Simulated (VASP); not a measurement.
# Ge (P6_3/mmc) in VASP: a series of runs, part 2 of 2

VASP 6.6.1. The steps go on from the part before.

### Step 3. Electric field gradients, PBE

INCAR

```
SYSTEM = Ge
PREC = Accurate ; ENCUT = 520
EDIFF = 1E-8 ; ISMEAR = -1
SIGMA = 0.05 ; LREAL = .False.
LASPH = .True. ; NELM = 60
ALGO = Normal ; ISIF = 2
LWAVE = .False. ; LCHARG = .False.
GGA = PE ; LEFG = .True.
NBANDS = 36
```

KPOINTS

```
regular mesh
0
Gamma
  11 11 6
  0 0 0
```

POSCAR

```
Ge
1.0
    3.9975858431      0.0000000000      0.0000000000
   -1.9987929216      3.4620108940      0.0000000000
    0.0000000000      0.0000000000      6.5993779500
Ge
4
Direct
    0.6666666667      0.3333333333      0.0629012500
    0.3333333333      0.6666666667      0.5629012500
    0.6666666667      0.3333333333      0.4370987500
    0.3333333333      0.6666666667      0.9370987500
```

Potentials or basis: VASP PAW PBE potentials, release 64 (Ge_d).

Launch:

```bash
$ cat potpaw_PBE.64/Ge_d/POTCAR > POTCAR
$ mpirun -np 1 vasp_std > vasp.out
```

OUTCAR:

```text
SYSTEM = Ge
   PREC = Accurate
   ENCUT = 520
   EDIFF = 1E-8
   ISMEAR = -1
   LREAL = .False.
   LASPH = .True.
   NELM = 60
   ISIF = 2
   GGA = PE

 ion  position               nearest neighbor table
   1  0.667  0.333  0.063-   4 2.45   4 2.45   4 2.45   3 2.47
   2  0.333  0.667  0.563-   3 2.45   3 2.45   3 2.45   4 2.47
   3  0.667  0.333  0.437-   2 2.45   2 2.45   2 2.45   1 2.47
   4  0.333  0.667  0.937-   1 2.45   1 2.45   1 2.45   2 2.47

  LATTYP: Found a hexagonal cell.
 ALAT       =     3.9975858431
 C/A-ratio  =     1.6508408347

  Lattice vectors:

 A1 = (   3.9975858431,   0.0000000000,   0.0000000000)
 A2 = (  -1.9987929216,   3.4620108940,   0.0000000000)
 A3 = (   0.0000000000,   0.0000000000,   6.5993779500)

Analysis of symmetry for initial positions (statically):
=====================================================================
 Subroutine PRICEL returns:
 Original cell was already a primitive cell.

 Routine SETGRP: Setting up the symmetry group for a
 hexagonal supercell.

 Subroutine GETGRP returns: Found 24 space group operations
 (whereof 12 operations were pure point group operations)
 out of a pool of 24 trial point group operations.

The static configuration has the point symmetry D_3d.
 The point group associated with its full space group is D_6h.

Analysis of symmetry for dynamics (positions and initial velocities):
=====================================================================
 Subroutine PRICEL returns:
 Original cell was already a primitive cell.

 Routine SETGRP: Setting up the symmetry group for a
 hexagonal supercell.

 Subroutine GETGRP returns: Found 24 space group operations
 (whereof 12 operations were pure point group operations)
 out of a pool of 24 trial point group operations.

The dynamic configuration has the point symmetry D_3d.
 The point group associated with its full space group is D_6h.

 Subroutine INISYM returns: Found 24 space group operations
 (whereof 12 operations are pure point group operations),
 and found     1 'primitive' translations

----------------------------------------------------------------------------------------

                                     Primitive cell

  volume of cell :      91.3333

  direct lattice vectors                    reciprocal lattice vectors
     3.997585843  0.000000000  0.000000000     0.250150976  0.144424733  0.000000000
    -1.998792922  3.462010894  0.000000000     0.000000000  0.288849467  0.000000000
     0.000000000  0.000000000  6.599377950     0.000000000  0.000000000  0.151529433

  length of vectors
     3.997585843  3.997585843  6.599377950     0.288849467  0.288849467  0.151529433

  position of ions in fractional coordinates (direct lattice)
     0.666666667  0.333333333  0.062901250
     0.333333333  0.666666667  0.562901250
     0.666666667  0.333333333  0.437098750
     0.333333333  0.666666667  0.937098750

  ion indices of the primitive-cell ions
   primitive index   ion index
                 1           1
                 2           2
                 3           3
[... 88 lines left out ...]
   ISMEAR =    -1;   SIGMA  =   0.05  broadening in eV -4-tet -1-fermi 0-gaus
   EFERMI_NEDOS =   21; number of points for ismear=-14 and -15
   IALGO  =     38    algorithm
   IMIX   =      4    mixing-type and parameters
     AMIX     =   0.40;   BMIX     =  1.00
     AMIX_MAG =   1.60;   BMIX_MAG =  1.00
  volume/ion in A,a.u.               =      22.83       154.09
  Fermi-wavevector in a.u.,A,eV,Ry     =   1.390789  2.628209 26.317650  1.934293
  Thomas-Fermi vector in A             =   2.514690
   LORBIT       =      0    0 simple, 1 ext, 2 COOP (PROOUT), +10 PAW based schemes
   GGA     = PE    functional components
   LHFCALC =     F    Hartree Fock is set to
   AEXX    =    0.0000 exact exchange contribution
   IVDW    =     0    specifies the selected vdW correction
   LEPSILON=     F    determine dielectric tensor
   LRPA    =     F    only Hartree local field effects (RPA)
 non-spin polarized calculation
  energy-cutoff  :      520.00
  volume of cell :       91.33
 maximum number of plane-waves:      2491
 NGX is ok and might be reduce to    30
   NGX = 15   NGY = 15   NGZ = 25

 number of electron      56.0000053 magnetization

 Free energy of the ion-electron system (eV)
  ---------------------------------------------------
  ext. energy  EPLUGINS =         0.00000000
  ---------------------------------------------------
  free energy    TOTEN  =       -17.96668224 eV

  energy without entropy =      -17.96561830  energy(sigma->0) =      -17.96615027

 E-fermi :   4.9980     XC(G=0):  -9.8798

 val. band max:        4.9766655264   @ k =   0.0000   0.0000   0.1667
 cond. band min:       5.0803682611   @ k =   0.0000   0.0000   0.0000
 fundamental gap:      0.1037027348
 Fermi energy:         4.9980409576

 k-point     1 :       0.0000    0.0000    0.0000
  band No.  band energies     occupation
      1     -19.9323      2.00000
      2     -19.9323      2.00000
      3     -19.8943      2.00000
      4     -19.8943      2.00000
      5     -19.8943      2.00000
      6     -19.8814      2.00000
[... 925 lines left out ...]
     35      11.1440      0.00000
     36      11.8046      0.00000

 [... further k-points ...]

------------------------ aborting loop because EDIFF is reached ----------------------------------------

  FORCE on cell =-STRESS in cart. coord.  units (eV):
  Direction    XX          YY          ZZ          XY          YZ          ZX
  --------------------------------------------------------------------------------------
  -------------------------------------------------------------------------------------
  Total        1.6418058      1.6418058      1.5935178     -0.0000000      0.0000000      0.0000000
  in kB       28.8007061     28.8007061     27.9536330     -0.0000000      0.0000000      0.0000000
  external PRESSURE =      28.5183484 kB  Pullay stress =       0.0000000 kB

 VOLUME and BASIS-vectors are now :
 -----------------------------------------------------------------------------
  energy-cutoff  :      520.00
  volume of cell :       91.33
      direct lattice vectors                 reciprocal lattice vectors
     3.997585843  0.000000000  0.000000000     0.250150976  0.144424733  0.000000000
    -1.998792922  3.462010894  0.000000000     0.000000000  0.288849467  0.000000000
     0.000000000  0.000000000  6.599377950     0.000000000  0.000000000  0.151529433

 POSITION                                       TOTAL-FORCE (eV/Angst)
 -----------------------------------------------------------------------------------
      1.99879      1.15400      0.41511         0.000000      0.000000      0.007828
     -0.00000      2.30801      3.71480         0.000000      0.000000      0.007828
      1.99879      1.15400      2.88458        -0.000000     -0.000000     -0.007828
     -0.00000      2.30801      6.18427         0.000000      0.000000     -0.007828
 -----------------------------------------------------------------------------------
    total drift:                               -0.000000      0.000000     -0.000000

  FREE ENERGIE OF THE ION-ELECTRON SYSTEM (eV)
  ---------------------------------------------------
  free  energy   TOTEN  =       -17.9666822398 eV

  energy  without entropy=      -17.9656182987  energy(sigma->0) =      -17.96615027

 Electric field gradients (V/A^2)
---------------------------------------------------------------------
 ion       V_xx      V_yy      V_zz      V_xy      V_xz      V_yz
---------------------------------------------------------------------
   1      -3.908    -3.912     7.820    -0.003     0.000    -0.000
   2      -3.908    -3.912     7.820    -0.003    -0.000     0.000
   3      -3.908    -3.912     7.820    -0.003    -0.000     0.000
   4      -3.908    -3.912     7.820    -0.003     0.000    -0.000
---------------------------------------------------------------------

 Electric field gradients after diagonalization (V/A^2)
 (convention: |V_zz| > |V_xx| > |V_yy|)
----------------------------------------------------------------------
 ion       V_xx      V_yy      V_zz     asymmetry (V_yy - V_xx)/ V_zz
----------------------------------------------------------------------
   1      -3.914    -3.907     7.820       0.001
   2      -3.914    -3.907     7.820       0.001
   3      -3.914    -3.907     7.820       0.001
   4      -3.914    -3.907     7.820       0.001
----------------------------------------------------------------------

           NMR quadrupolar parameters

 Cq : quadrupolar parameter    Cq=e*Q*V_zz/h
 eta: asymmetry parameters     (V_yy - V_xx)/ V_zz
 Q  : nuclear electric quadrupole moment in mb (millibarn)
----------------------------------------------------------------------
 ion       Cq(MHz)       eta       Q (mb)
----------------------------------------------------------------------
   1       0.019       0.001       1.000
   2       0.019       0.001       1.000
   3       0.019       0.001       1.000
   4       0.019       0.001       1.000
----------------------------------------------------------------------
```

OSZICAR:

```text
N       E                     dE             d eps       ncg     rms          rms(c)
DAV:   1     0.493627072019E+03    0.49363E+03   -0.28392E+04  5320   0.426E+03
DAV:   2     0.672690042833E+02   -0.42636E+03   -0.41523E+03  4608   0.806E+02
DAV:   3    -0.135932057961E+02   -0.80862E+02   -0.79790E+02  4976   0.206E+02
DAV:   4    -0.180510535236E+02   -0.44578E+01   -0.44419E+01  5424   0.564E+01
DAV:   5    -0.181398785648E+02   -0.88825E-01   -0.88796E-01  5168   0.883E+00    0.450E+00
DAV:   6    -0.180247296934E+02    0.11515E+00   -0.64390E-02  5060   0.198E+00    0.266E+00
DAV:   7    -0.179623702517E+02    0.62359E-01   -0.10361E-01  4996   0.222E+00    0.193E-01
DAV:   8    -0.179658138876E+02   -0.34436E-02   -0.12387E-02  5088   0.100E+00    0.858E-02
DAV:   9    -0.179666252878E+02   -0.81140E-03   -0.85013E-04  5056   0.130E-01    0.218E-02
DAV:  10    -0.179666709753E+02   -0.45688E-04   -0.71208E-05  5568   0.800E-02    0.778E-03
DAV:  11    -0.179666812870E+02   -0.10312E-04   -0.22502E-05  5160   0.242E-02    0.310E-03
DAV:  12    -0.179666821189E+02   -0.83187E-06   -0.13735E-06  5172   0.125E-02    0.838E-04
DAV:  13    -0.179666822570E+02   -0.13809E-06   -0.16129E-07  4824   0.218E-03    0.276E-04
DAV:  14    -0.179666822465E+02    0.10450E-07   -0.20353E-08  4336   0.989E-04    0.121E-04
DAV:  15    -0.179666822398E+02    0.66939E-08   -0.22805E-09  2908   0.575E-04
   1 F= -.17966682E+02 E0= -.17966150E+02  d E =-.106394E-02
```

stdout:

```text
POSCAR found type information on POSCAR Ge
 POSCAR found :  1 types and       4 ions
 scaLAPACK will be used
 LDA part: xc-table for (Slater+PW92), standard interpolation
 POSCAR, INCAR and KPOINTS ok, starting setup
 FFT: planning ... GRIDC
 FFT: planning ... GRID_SOFT
 FFT: planning ... GRID
 WAVECAR not read
 entering main loop
ion   1

ion   2

ion   3

ion   4
```

It took 3.5 min on 1 thread of AMD EPYC 7R13, shared host; peak memory 0.29 GiB.

What came out:

```
Free energy                             : -17.9667 eV
Pressure                                : 2.9 GPa
Largest force                           : 0.008 eV/Å
Band gap on the k mesh                  : 0.02 eV (least direct gap 0.07 eV)
Largest electric field gradient by atom : Ge +7.8 V/Å²
```

Forces in eV/Å, atoms in the order of the input:
```
Ge   0.000  0.000  0.008
Ge   0.000  0.000  0.008
Ge   0.000  0.000 -0.008
Ge   0.000  0.000 -0.008
```

Electric field gradients, principal values (V/Å²):
```csv
atom,least,middle,greatest (by size)
1 Ge,-3.907,-3.914,7.820
2 Ge,-3.907,-3.914,7.820
3 Ge,-3.907,-3.914,7.820
4 Ge,-3.907,-3.914,7.820
```

Caveat: the smearing spreads over this small gap; without QUAD_EFG the Cq values of the log hold for a quadrupole moment of 1 mb, not for the nuclei. A k mesh can miss the band edges.

The gap in the log of VASP goes by the Fermi energy; the results here count the filled bands.